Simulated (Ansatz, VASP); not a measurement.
ScBr: VASP beside Ansatz

```
CELL_PARAMETERS angstrom
3.49849 0.00000 0.00000
-1.74925 3.02978 0.00000
0.00000 0.00000 4.01887
ATOMIC_POSITIONS crystal
Sc 0.66667 0.33333 0.00000
Br 0.00000 0.00000 0.50000
```

Alike in both runs: functional PBE; k mesh 18 × 18 × 14; occupations gaussian, width 0.1 eV; no spin polarisation.

Ansatz relaxed the structure, and its values are those at the end. VASP's run is a single point on that final structure, the one shown.

|  | VASP | Ansatz |
| --- | --- | --- |
| version | VASP 6.6.1 | Ansatz 0.2.0 |
| potentials or method | VASP PAW PBE potentials, release 64 (Sc_sv, Br), cutoff 520 eV | scalar-relativistic, plane waves, PAW |
| valence electrons in the cell | 18 | 18 |

```csv
,VASP,Ansatz,Ansatz less VASP
gap on the k mesh at the Fermi level (eV),none,none,-
pressure (GPa),0.1,0.0,-0.12
```

A gap of «none» marks a metal or a gap that the smearing closes.
